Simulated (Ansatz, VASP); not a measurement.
# One calculation of TiO2, two programs

```
CELL_PARAMETERS angstrom
-1.89344 1.89344 4.78798
1.89344 -1.89344 4.78798
1.89344 1.89344 -4.78798
ATOMIC_POSITIONS crystal
Ti 0.00000 0.00000 0.00000
Ti 0.75000 0.25000 0.50000
O 0.20803 0.20803 0.00000
O 0.95803 0.45803 0.50000
O 0.54197 0.04197 0.50000
O 0.79197 0.79197 0.00000
```

Alike in both runs: functional PBE; dispersion D3(BJ); k mesh 10 × 10 × 10; occupations gaussian, width 0.02 eV; no spin polarisation.

Ansatz relaxed the structure, and its values are those at the end. VASP's run is a single point on that final structure, the one shown.

```csv
,VASP,Ansatz
version,VASP 6.6.1,Ansatz 0.2.0
potentials or method,"VASP PAW PBE potentials, release 64 (Ti_sv, O), cutoff 600 eV","scalar-relativistic, plane waves, PAW"
valence electrons in the cell,48,48
```

```csv
,VASP,Ansatz,Ansatz less VASP
gap on the k mesh at the Fermi level (eV),2.10,2.13,+0.026
least direct gap on the mesh (eV),2.43,2.46,+0.021
pressure (GPa),0.5,0.0,-0.47
rms of the force components (eV/Å),0.010,0.000,-0.0097
```
